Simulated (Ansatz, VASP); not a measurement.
## One calculation of Hf, two programs

File INCAR:

```
PREC = Accurate
ENCUT = 520
EDIFF = 1E-8
ISMEAR = -1
SIGMA = 0.05
LREAL = F
LASPH = T
NELM = 60
ALGO = Normal
ISIF = 2
LWAVE = F
LCHARG = F
LEFG = T
NBANDS = 17
```

Contents of KPOINTS:

```
regular mesh
0
Gamma
  12 12 7
```

The input POSCAR:

```
Hf
1.0
    3.1923846315      0.0000000000      0.0000000000
   -1.5961923157      2.7646861895      0.0000000000
    0.0000000000      0.0000000000      5.0450416400
Hf
2
Direct
    0.3333333333      0.6666666667      0.2500000000
    0.6666666667      0.3333333333      0.7500000000
```

Input for Ansatz:

```yaml
crystal:
  lattice:
    - [3.1923846315, 0.0, 0.0]
    - [-1.5961923157, 2.7646861895, 0.0]
    - [0.0, 0.0, 5.04504164]
  atoms:
    - { symbol: Hf, position: [0.3333333333, 0.6666666667, 0.25] }
    - { symbol: Hf, position: [0.6666666667, 0.3333333333, 0.75] }
kpoints:
  mp_grid: { grid: [12, 12, 7] }
  band_path:
    path:
      - [0.0, 0.0, 0.0]
      - [0.5, 0.0, 0.0]
      - [0.3333333333, 0.3333333333, 0.0]
      - [0.0, 0.0, 0.0]
      - [0.0, 0.0, 0.5]
      - [0.5, 0.0, 0.5]
      - [0.3333333333, 0.3333333333, 0.5]
      - [0.0, 0.0, 0.5]
      - [0.5, 0.0, 0.5]
    npoints: 5
scf:
  occupations: { method: fermi_dirac, width: 0.05 }
hamiltonian:
  xc: lda
  pseudopotentials: { kind: paw }
output:
  forces: true
  stress: true
  eigenvalues: true
  efg: { contact_densities: true }
```

Alike in both runs: task electric field gradients; functional LDA; k mesh 12 × 12 × 7; occupations fermi-dirac, width 0.05 eV; no spin polarisation.

|  | VASP | Ansatz |
| --- | --- | --- |
| version | VASP 6.6.1 | Ansatz 0.2.0 |
| potentials or method | VASP PAW LDA potentials, release 64 (Hf_pv) | PAW with Ansatz's default frozen-core files, scalar-relativistic |
| plane-wave cutoff (eV) | 520 | 420 |
| valence electrons in the cell | 20 | 52 |

```tsv
	VASP	Ansatz	Ansatz less VASP
pressure (GPa)	-7.1	-7.1	-0.02
traceless stress, the component that is largest in VASP (GPa)	-0.07	-0.04	+0.031
size of Vzz on the site where it differs most (V/Å²)	87.2	95.0	+7.74
```

LDA's correlation is that of Perdew and Zunger in VASP and of Perdew and Wang (1992) in Ansatz. VASP's potentials hold 20 valence electrons a cell and Ansatz's 52, so a difference there can come from the potentials and not from the codes.

Spin-orbit coupling is off throughout.
